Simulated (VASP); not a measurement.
# Rh (I4/mmm) in VASP: notebook

Rh is run at these levels: PBE; tasks: single point.

Program: VASP 6.6.1. These are calculated values, not measurements. Logs are shortened: lines on timing, memory, paths and dates and some standing lists are left out, and cuts for length are marked.

### 1 The cell of the first run

The structure is tetragonal, space group I4/mmm (No. 139). Conventional cell: a = 2.689 Å, b = 2.689 Å, c = 3.727 Å, α = 90.00°, β = 90.00°, γ = 90.00°. Within 3.5 Å of Rh (site symmetry 4/mmm) lie 12 Rh at 2.66 to 2.69 Å.

### 2 Single point, PBE (strain -0.0200 x Voigt [0, 1, 0, 0, 0, 0])

INCAR reads:

```
SYSTEM = Rh
PREC = Accurate
ENCUT = 520
EDIFF = 1E-6
ISMEAR = 0
SIGMA = 0.15
LREAL = .False.
LASPH = .True.
NELM = 80
ALGO = Fast
ISIF = 2
LWAVE = .False.
LCHARG = .True.
GGA = PE
LELF = .True.
LVHAR = .True.
NBANDS = 14
```

KPOINTS reads:

```
Automatic mesh
0
Gamma
  22 22 22
  0 0 0
```

POSCAR reads:

```
Rh
1.0
    0.0000000000      1.8635190000      1.9015500000
    1.9015500000      0.0000000000      1.9015500000
    1.9015500000      1.8635190000      0.0000000000
Rh
1
Direct
    0.0000000000      0.0000000000      0.0000000000
```

Potentials or basis: VASP PAW PBE potentials, release 64 (Rh_pv).

Command:

```
> cat potpaw_PBE.64/Rh_pv/POTCAR > POTCAR
> mpirun -np 1 vasp_std > vasp.out
```

OUTCAR:

```text
SYSTEM = Rh
   PREC = Accurate
   ENCUT = 520
   EDIFF = 1E-6
   ISMEAR = 0
   LREAL = .False.
   LASPH = .True.
   NELM = 80
   ISIF = 2
   GGA = PE

 ion  position               nearest neighbor table
   1  0.000  0.000  0.000-

  LATTYP: Found a body centered tetragonal cell.
 ALAT       =     2.6891977995
 C/A-ratio  =     1.3859292911

  Lattice vectors:

 A1 = (   0.0000000000,  -1.8635190000,   1.9015500000)
 A2 = (   0.0000000000,  -1.8635190000,  -1.9015500000)
 A3 = (   1.9015500000,   1.8635190000,   0.0000000000)

Analysis of symmetry for initial positions (statically):
=====================================================================
 Subroutine PRICEL returns:
 Original cell was already a primitive cell.

 Routine SETGRP: Setting up the symmetry group for a
 body centered tetragonal supercell.

 Subroutine GETGRP returns: Found 16 space group operations
 (whereof 16 operations were pure point group operations)
 out of a pool of 16 trial point group operations.

The static configuration has the point symmetry D_4h.

Analysis of symmetry for dynamics (positions and initial velocities):
=====================================================================
 Subroutine PRICEL returns:
 Original cell was already a primitive cell.

 Routine SETGRP: Setting up the symmetry group for a
 body centered tetragonal supercell.

 Subroutine GETGRP returns: Found 16 space group operations
 (whereof 16 operations were pure point group operations)
 out of a pool of 16 trial point group operations.

The dynamic configuration has the point symmetry D_4h.

 Subroutine INISYM returns: Found 16 space group operations
 (whereof 16 operations are pure point group operations),
 and found     1 'primitive' translations

----------------------------------------------------------------------------------------

                                     Primitive cell

  volume of cell :      13.4766

  direct lattice vectors                    reciprocal lattice vectors
     0.000000000  1.863519000  1.901550000    -0.262943388  0.268309580  0.262943388
     1.901550000  0.000000000  1.901550000     0.262943388 -0.268309580  0.262943388
     1.901550000  1.863519000  0.000000000     0.262943388  0.268309580 -0.262943388

  length of vectors
     2.662441636  2.689197800  2.662441636     0.458550413  0.458550413  0.458550413

  position of ions in fractional coordinates (direct lattice)
     0.000000000  0.000000000  0.000000000

  ion indices of the primitive-cell ions
   primitive index   ion index
                 1           1

----------------------------------------------------------------------------------------

 KPOINTS: Automatic mesh

Automatic generation of k-mesh.
 Grid dimensions read from file:
 generate k-points for:   22   22   22

 Generating k-lattice:

  Cartesian coordinates                     Fractional coordinates (reciprocal lattice)
    -0.011951972  0.012195890  0.011951972     0.045454545  0.000000000 -0.000000000
     0.011951972 -0.012195890  0.011951972     0.000000000  0.045454545  0.000000000
     0.011951972  0.012195890 -0.011951972    -0.000000000  0.000000000  0.045454545

  Length of vectors
     0.020843201  0.020843201  0.020843201

  Shift w.r.t. Gamma in fractional coordinates (k-lattice)
     0.000000000  0.000000000  0.000000000

 Subroutine IBZKPT returns following result:
 ===========================================

 Found    834 irreducible k-points:

 Following reciprocal coordinates:
            Coordinates               Weight
  0.000000  0.000000  0.000000      1.000000
  0.045455  0.000000 -0.000000      8.000000
  0.090909  0.000000 -0.000000      8.000000
  0.136364  0.000000  0.000000      8.000000
  0.181818  0.000000  0.000000      8.000000
  0.227273  0.000000  0.000000      8.000000
[... 16 lines left out ...]
  0.500000  0.045455  0.000000     16.000000
 -0.454545  0.045455 -0.000000     16.000000
 [... further k-points ...]
   k-points           NKPTS =    834   k-points in BZ     NKDIM =    834   number of bands    NBANDS=     14
   number of dos      NEDOS =    301   number of ions     NIONS =      1
   total plane-waves  NPLWV =   8000
   dimension x,y,z NGX =    20 NGY =   20 NGZ =   20
   dimension x,y,z NGXF=    40 NGYF=   40 NGZF=   40
   ions per type =               1
   NGX,Y,Z   is equivalent  to a cutoff of  12.49, 12.36, 12.49 a.u.
   NGXF,Y,Z  is equivalent  to a cutoff of  24.98, 24.73, 24.98 a.u.
 SYSTEM =  Rh
   PREC   = accura    normal or accurate (medium, high low for compatibility)
   ISTART =      0    job   : 0-new  1-cont  2-samecut
   ICHARG =      2    charge: 1-file 2-atom 10-const
   ISPIN  =      1    spin polarized calculation?
   LNONCOLLINEAR =      F non collinear calculations
   LSORBIT =      F    spin-orbit coupling
   LASPH  =      T    aspherical Exc in radial PAW
   ENCUT  =  520.0 eV  38.22 Ry    6.18 a.u.   4.95  5.00  4.95*2*pi/ulx,y,z
   NELM   =     80;   NELMIN=  2; NELMDL= -5     # of ELM steps
   EDIFF  = 0.1E-05   stopping-criterion for ELM
   LREAL  =      F    real-space projection
   EDIFFG = 0.1E-04   stopping-criterion for IOM
   NSW    =      0    number of steps for IOM
   IBRION =     -1    ionic relax: 0-MD 1-quasi-New 2-CG
   NFREE  =      0    steps in history (QN), initial steepest desc. (CG)
   ISIF   =      2    stress and relaxation
   ISYM   =      2    0-nonsym 1-usesym 2-fastsym
   POTIM  = 0.5000    time-step for ionic-motion
   TEBEG  =    0.0;   TEEND  =   0.0 temperature during run
   PSTRESS=    0.0 pullay stress
   NELECT =      15.0000    total number of electrons
   NUPDOWN=      -1.0000    fix difference up-down
   EMIN   =  10.00;   EMAX   =-10.00  energy-range for DOS
   EFERMI =   0.00;   METHOD = LEGACY
   ISMEAR =     0;   SIGMA  =   0.15  broadening in eV -4-tet -1-fermi 0-gaus
   EFERMI_NEDOS =   21; number of points for ismear=-14 and -15
   IALGO  =     68    algorithm
   IMIX   =      4    mixing-type and parameters
     AMIX     =   0.40;   BMIX     =  1.00
     AMIX_MAG =   1.60;   BMIX_MAG =  1.00
  volume/ion in A,a.u.               =      13.48        90.94
  Fermi-wavevector in a.u.,A,eV,Ry     =   1.696597  3.206104 39.163594  2.878443
  Thomas-Fermi vector in A             =   2.777431
   LORBIT       =      0    0 simple, 1 ext, 2 COOP (PROOUT), +10 PAW based schemes
   GGA     = PE    functional components
   LHFCALC =     F    Hartree Fock is set to
   AEXX    =    0.0000 exact exchange contribution
   IVDW    =     0    specifies the selected vdW correction
   LEPSILON=     F    determine dielectric tensor
   LRPA    =     F    only Hartree local field effects (RPA)
 non-spin polarized calculation
 RMM-DIIS sequential band-by-band and
 Gauss-broadening in eV      SIGMA  =   0.15
  energy-cutoff  :      520.00
  volume of cell :       13.48
 maximum number of plane-waves:       378
   NGX =  9   NGY =  9   NGZ =  9

 number of electron      15.0000006 magnetization

 Free energy of the ion-electron system (eV)
  ---------------------------------------------------
  ext. energy  EPLUGINS =         0.00000000
  ---------------------------------------------------
  free energy    TOTEN  =        -7.24246056 eV

  energy without entropy =       -7.22786878  energy(sigma->0) =       -7.23516467

 E-fermi :  12.2689     XC(G=0): -14.1612

 val. band max:       12.2662098364   @ k =   0.1364   0.4091   0.0455
 cond. band min:      12.2695480812   @ k =   0.3182   0.1818   0.0455
 fundamental gap:      0.0033382448
 Fermi energy:        12.2689303785

 k-point     1 :       0.0000    0.0000    0.0000
  band No.  band energies     occupation
      1     -34.1437      2.00000
      2     -34.1437      2.00000
      3     -34.1318      2.00000
      4       4.1679      2.00000
      5       9.0294      2.00000
      6       9.0294      2.00000
      7       9.2485      2.00000
      8      11.1163      2.00000
      9      11.3838      2.00000
     10      28.2623      0.00000
     11      32.7467      0.00000
     12      33.6146      0.00000
     13      33.6146      0.00000
     14      34.2719      0.00000

 k-point     2 :       0.0455    0.0000   -0.0000
  band No.  band energies     occupation
      1     -34.1577      2.00000
      2     -34.1462      2.00000
      3     -34.1364      2.00000
      4       4.2534      2.00000
      5       9.0122      2.00000
      6       9.0634      2.00000
      7       9.2604      2.00000
      8      11.0990      2.00000
      9      11.3618      2.00000
     10      28.3894      0.00000
     11      32.7460      0.00000
     12      33.2583      0.00000
     13      33.7406      0.00000
     14      34.2610      0.00000

 k-point     3 :       0.0909    0.0000   -0.0000
  band No.  band energies     occupation
      1     -34.2046      2.00000
      2     -34.1533      2.00000
      3     -34.1432      2.00000
      4       4.5023      2.00000
      5       8.9362      2.00000
      6       9.1561      2.00000
      7       9.3260      2.00000
      8      11.0585      2.00000
      9      11.3060      2.00000
     10      28.7447      0.00000
     11      32.2124      0.00000
     12      32.7491      0.00000
     13      34.1108      0.00000
     14      34.5655      0.00000
[... 324 lines left out ...]
 k-point    23 :       0.5000    0.0455    0.0000
  band No.  band energies     occupation
      1     -34.9173      2.00000
      2     -34.2714      2.00000
      3     -34.2379      2.00000
      4       6.0527      2.00000
      5       8.8679      2.00000
      6       9.1724      2.00000
      7      12.0383      1.97032
      8      12.8418      0.00000
      9      13.8346      0.00000
     10      21.1595      0.00000
     11      27.8777      0.00000
     12      32.7470      0.00000
     13      33.4219      0.00000
     14      33.8066      0.00000

 k-point    24 :      -0.4545    0.0455   -0.0000
  band No.  band energies     occupation
      1     -34.9126      2.00000
      2     -34.2726      2.00000
      3     -34.2352      2.00000
      4       6.0601      2.00000
      5       8.8820      2.00000
      6       9.1750      2.00000
      7      12.0118      1.98466
      8      12.7454      0.00001
      9      13.7999      0.00000
     10      21.2942      0.00000
     11      27.9077      0.00000
     12      32.7469      0.00000
     13      33.3286      0.00000
     14      34.0325      0.00000

 [... further k-points ...]
[... 5 lines left out ...]
  --------------------------------------------------------------------------------------
  -------------------------------------------------------------------------------------
  Total        0.8629440      1.2954972      0.8629440      0.0000000     -0.0000000      0.0000000
  in kB      102.5920848    154.0166697    102.5920848      0.0000000     -0.0000000      0.0000000
  external PRESSURE =     119.7336131 kB  Pullay stress =       0.0000000 kB

 VOLUME and BASIS-vectors are now :
 -----------------------------------------------------------------------------
  energy-cutoff  :      520.00
  volume of cell :       13.48
      direct lattice vectors                 reciprocal lattice vectors
     0.000000000  1.863519000  1.901550000    -0.262943388  0.268309580  0.262943388
     1.901550000  0.000000000  1.901550000     0.262943388 -0.268309580  0.262943388
     1.901550000  1.863519000  0.000000000     0.262943388  0.268309580 -0.262943388

 POSITION                                       TOTAL-FORCE (eV/Angst)
 -----------------------------------------------------------------------------------
      0.00000      0.00000      0.00000         0.000000      0.000000      0.000000
 -----------------------------------------------------------------------------------
    total drift:                                0.000000      0.000000      0.000000

  FREE ENERGIE OF THE ION-ELECTRON SYSTEM (eV)
  ---------------------------------------------------
  free  energy   TOTEN  =        -7.2424605586 eV

  energy  without entropy=       -7.2278687798  energy(sigma->0) =       -7.23516467
```

It took 59 s on 1 thread of Intel Xeon 6975P-C (Granite Rapids), shared host; peak memory 0.24 GiB.

Results:

* Free energy: -7.2425 eV
* Pressure: 12.0 GPa

Stress tensor (GPa, compression positive):
```
10.26  0.00  0.00
 0.00 15.40  0.00
 0.00  0.00 10.26
```

Caveat: the cell differs from its parent crystal (strain -0.0200 x Voigt [0, 1, 0, 0, 0, 0]).

[end of part 1 of 2]
